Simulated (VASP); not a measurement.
# HPt6 in VASP: a series of runs

The runs below take HPt6 through single point, with PBE.

Program: VASP 6.6.1. These are calculated values, not measurements. Logs are shortened: lines on timing, memory, paths and dates and some standing lists are left out, and cuts for length are marked.

**1. The cell of the first run**

The cell holds a slab with vacuum, 14 atoms: a = 5.615 Å, b = 5.615 Å, c = 22.620 Å, α = 90.00°, β = 90.00°, γ = 120.00°.

**2. Single point, PBE**

The input, INCAR:

```
SYSTEM = HPt6
PREC = Accurate
ENCUT = 520
EDIFF = 1E-7
ISMEAR = 0
SIGMA = 0.1
LREAL = .FALSE.
LASPH = .TRUE.
NELM = 80
ALGO = Normal
ISIF = 2
LWAVE = .FALSE.
LCHARG = .FALSE.
LDIPOL = .TRUE.
IDIPOL = 3
DIPOL = 0.5 0.5 0.312
GGA = PE
NBANDS = 74
```

The input, KPOINTS:

```
Automatic mesh
0
G
  6 6 1
  0 0 0
```

The input, POSCAR:

```
HPt6
1.0
    5.6145835605      0.0000000000      0.0000000000
   -2.8072917802      4.8623719950      0.0000000000
    0.0000000000      0.0000000000     22.6197373747
Pt H
12 2
Direct
    0.3333333333      0.1666666667      0.1768367127
    0.3333333333      0.6666666667      0.1768367127
    0.8333333333      0.1666666667      0.1768367127
    0.8333333333      0.6666666667      0.1768367127
    0.1666666667      0.3333333333      0.2789580515
    0.1666666667      0.8333333333      0.2789580515
    0.6666666667      0.3333333333      0.2789580515
    0.6666666667      0.8333333333      0.2789580515
    0.0000000000      0.0000000000      0.3810715055
    0.0000000000      0.5000000000      0.3810715055
    0.5000000000      0.0000000000      0.3810715055
    0.5000000000      0.5000000000      0.3810715055
    0.2165800971      0.4331601942      0.5136990400
    0.2834199029      0.5668398058      0.5136990400
```

Potentials or basis: VASP PAW PBE potentials, release 64 (Pt, H).

Run with:

```sh
$ cat potpaw_PBE.64/Pt/POTCAR potpaw_PBE.64/H/POTCAR > POTCAR
$ mpirun -np 1 vasp_std > vasp.out
```

OUTCAR:

```text
SYSTEM = HPt6
   PREC = Accurate
   ENCUT = 520
   EDIFF = 1E-7
   ISMEAR = 0
   LREAL = .FALSE.
   LASPH = .TRUE.
   NELM = 80
   ISIF = 2
   GGA = PE

 ion  position               nearest neighbor table
   1  0.333  0.167  0.177-   2 2.81   2 2.81   4 2.81   4 2.81   3 2.81   3 2.81   5 2.82   6 2.82
                             7 2.82
   2  0.333  0.667  0.177-   1 2.81   1 2.81   3 2.81   3 2.81   4 2.81   4 2.81   6 2.82   5 2.82
                             8 2.82
   3  0.833  0.167  0.177-   4 2.81   4 2.81   2 2.81   2 2.81   1 2.81   1 2.81   7 2.82   8 2.82
                             5 2.82
   4  0.833  0.667  0.177-   3 2.81   3 2.81   1 2.81   1 2.81   2 2.81   2 2.81   8 2.82   7 2.82
                             6 2.82
   5  0.167  0.333  0.279-   6 2.81   6 2.81   8 2.81   8 2.81   7 2.81   7 2.81   9 2.82  12 2.82
                            10 2.82   1 2.82   2 2.82   3 2.82
   6  0.167  0.833  0.279-   5 2.81   5 2.81   7 2.81   7 2.81   8 2.81   8 2.81  10 2.82  11 2.82
                             9 2.82   2 2.82   1 2.82   4 2.82
   7  0.667  0.333  0.279-   8 2.81   8 2.81   6 2.81   6 2.81   5 2.81   5 2.81  11 2.82  10 2.82
                            12 2.82   3 2.82   4 2.82   1 2.82
   8  0.667  0.833  0.279-   7 2.81   7 2.81   5 2.81   5 2.81   6 2.81   6 2.81  12 2.82   9 2.82
                            11 2.82   4 2.82   3 2.82   2 2.82
   9  0.000  0.000  0.381-  10 2.81  10 2.81  12 2.81  12 2.81  11 2.81  11 2.81   5 2.82   8 2.82
                             6 2.82
  10  0.000  0.500  0.381-   9 2.81   9 2.81  11 2.81  11 2.81  12 2.81  12 2.81   6 2.82   7 2.82
                             5 2.82
  11  0.500  0.000  0.381-  12 2.81  12 2.81  10 2.81  10 2.81   9 2.81   9 2.81   7 2.82   6 2.82
                             8 2.82
  12  0.500  0.500  0.381-  11 2.81  11 2.81   9 2.81   9 2.81  10 2.81  10 2.81   8 2.82   5 2.82
                             7 2.82
  13  0.217  0.433  0.514-  14 0.65
  14  0.283  0.567  0.514-  13 0.65

  LATTYP: Found a hexagonal cell.
 ALAT       =     5.6145835605
 C/A-ratio  =     4.0287471245

  Lattice vectors:

 A1 = (   5.6145835605,   0.0000000000,   0.0000000000)
 A2 = (  -2.8072917802,   4.8623719950,   0.0000000000)
 A3 = (   0.0000000000,   0.0000000000,  22.6197373747)

Analysis of symmetry for initial positions (statically):
=====================================================================
 Subroutine PRICEL returns:
 Original cell was already a primitive cell.

 Routine SETGRP: Setting up the symmetry group for a
 hexagonal supercell.

 Subroutine GETGRP returns: Found  2 space group operations
 (whereof  2 operations were pure point group operations)
 out of a pool of 24 trial point group operations.

[... 151 lines left out ...]
   GGA     = PE    functional components
   LHFCALC =     F    Hartree Fock is set to
   AEXX    =    0.0000 exact exchange contribution
   IVDW    =     0    specifies the selected vdW correction
   LEPSILON=     F    determine dielectric tensor
   LRPA    =     F    only Hartree local field effects (RPA)
 non-spin polarized calculation
 Gauss-broadening in eV      SIGMA  =   0.10
  energy-cutoff  :      520.00
  volume of cell :      617.52
 maximum number of plane-waves:     16729
 NGX is ok and might be reduce to    42
   NGX = 21   NGY = 21   NGZ = 85

 dipolmoment           0.000000      0.000000      0.002574 electrons x Angstroem

 number of electron     121.9999985 magnetization

 dipolmoment           0.000000      0.000000     -0.019990 electrons x Angstroem

 Free energy of the ion-electron system (eV)
  ---------------------------------------------------
  ext. energy  EPLUGINS =         0.00000000
  ---------------------------------------------------
  free energy    TOTEN  =       -74.53393291 eV

  energy without entropy =      -74.36962700  energy(sigma->0) =      -74.45177996

 E-fermi :  -0.7872     XC(G=0):  -5.0314

 val. band max:       -0.7888890806   @ k =   0.1667   0.0000   0.0000
 cond. band min:      -0.7855148371   @ k =   0.0000   0.0000   0.0000
 fundamental gap:      0.0033742434
 Fermi energy:        -0.7871813948

 k-point     1 :       0.0000    0.0000    0.0000
  band No.  band energies     occupation
      1      -9.5803      2.00000
      2      -7.8662      2.00000
      3      -7.3772      2.00000
      4      -6.9723      2.00000
      5      -6.9715      2.00000
      6      -6.9713      2.00000
[... 977 lines left out ...]
     72       4.3246      0.00000
     73       4.3346      0.00000
 [bands above 73 left out]

------------------------ aborting loop because EDIFF is reached ----------------------------------------

 vacuum level on the upper side and lower side of the slab       (xc-potential included)        -0.104         0.010

  FORCE on cell =-STRESS in cart. coord.  units (eV):
  Direction    XX          YY          ZZ          XY          YZ          ZX
  --------------------------------------------------------------------------------------
  -------------------------------------------------------------------------------------
  Total      -19.1410375    -15.9506469     -0.1659128     -0.0000000     -0.0048544     -0.0000000
  in kB      -49.6618355    -41.3842981     -0.4304643     -0.0000000     -0.0125949     -0.0000000
  external PRESSURE =     -30.4921993 kB  Pullay stress =       0.0000000 kB

 VOLUME and BASIS-vectors are now :
 -----------------------------------------------------------------------------
  energy-cutoff  :      520.00
  volume of cell :      617.52
      direct lattice vectors                 reciprocal lattice vectors
     5.614583560  0.000000000  0.000000000     0.178107599  0.102830470  0.000000000
    -2.807291780  4.862371995  0.000000000     0.000000000  0.205660941  0.000000000
     0.000000000  0.000000000 22.619737375     0.000000000  0.000000000  0.044209178

 POSITION                                       TOTAL-FORCE (eV/Angst)
 -----------------------------------------------------------------------------------
      1.40365      0.81040      4.00000        -0.003322      0.000030      0.020574
     -0.00000      3.24158      4.00000        -0.000000     -0.002377      0.019043
      4.21094      0.81040      4.00000         0.003322      0.000030      0.020574
      2.80729      3.24158      4.00000         0.000000      0.003229      0.016604
      0.00000      1.62079      6.30996        -0.000000     -0.000819     -0.009071
     -1.40365      4.05198      6.30996         0.002878     -0.000435     -0.001997
      2.80729      1.62079      6.30996         0.000000      0.001788     -0.019315
      1.40365      4.05198      6.30996        -0.002878     -0.000435     -0.001997
      0.00000      0.00000      8.61974        -0.000000     -0.007437     -0.029953
     -1.40365      2.43119      8.61974        -0.013104      0.003130     -0.043101
      2.80729      0.00000      8.61974         0.000000      0.000193     -0.029933
      1.40365      2.43119      8.61974         0.013104      0.003130     -0.043101
      0.00000      2.10619     11.61974        -0.000000     -4.916714      0.050865
      0.00000      2.75619     11.61974         0.000000      4.916690      0.050808
 -----------------------------------------------------------------------------------
    total drift:                               -0.000000     -0.000122      0.000194

  FREE ENERGIE OF THE ION-ELECTRON SYSTEM (eV)
  ---------------------------------------------------
  free  energy   TOTEN  =       -74.5339329130 eV

  energy  without entropy=      -74.3696270039  energy(sigma->0) =      -74.45177996

 vacuum level on the upper side and lower side of the slab         4.862         4.981
```

OSZICAR:

```text
N       E                     dE             d eps       ncg     rms          rms(c)
DAV:   1     0.822915430168E+03    0.82292E+03   -0.51603E+04  1924   0.138E+03
DAV:   2    -0.118608084113E+02   -0.83478E+03   -0.77188E+03  2352   0.269E+02
DAV:   3    -0.773877972731E+02   -0.65527E+02   -0.59771E+02  2304   0.697E+01
[... 30 lines left out ...]
DAV:  34    -0.745339321195E+02   -0.66108E-06   -0.13654E-08  1222   0.272E-04    0.172E-04
DAV:  35    -0.745339325239E+02   -0.40446E-06   -0.93061E-09  1172   0.227E-04    0.112E-04
DAV:  36    -0.745339327267E+02   -0.20272E-06   -0.44307E-09  1212   0.135E-04    0.767E-05
DAV:  37    -0.745339328672E+02   -0.14049E-06   -0.27039E-09  1218   0.987E-05    0.662E-05
DAV:  38    -0.745339329130E+02   -0.45809E-07   -0.10044E-09  1162   0.697E-05
   1 F= -.74533933E+02 E0= -.74451780E+02  d E =-.164306E+00
```

Wall time 19 min (1 thread of Intel Xeon 6975P-C (Granite Rapids), shared host); peak memory 0.87 GiB.

What came out:

- Free energy: -74.5339 eV
- Largest force: 4.917 eV/Å
- Band gap on the k mesh: zero (bands 61 and 62 overlap by 0.75 eV)

Forces on the atoms (eV/Å):
```
Pt  -0.003  0.000  0.021
Pt   0.000 -0.002  0.019
Pt   0.003  0.000  0.021
Pt   0.000  0.003  0.017
Pt   0.000 -0.001 -0.009
Pt   0.003  0.000 -0.002
Pt   0.000  0.002 -0.019
Pt  -0.003  0.000 -0.002
Pt   0.000 -0.007 -0.030
Pt  -0.013  0.003 -0.043
Pt   0.000  0.000 -0.030
Pt   0.013  0.003 -0.043
H    0.000 -4.917  0.051
H    0.000  4.917  0.051
```

Caveat: spin-orbit coupling is left out, which moves the levels of the heavy elements.

[end of part 1 of 2]
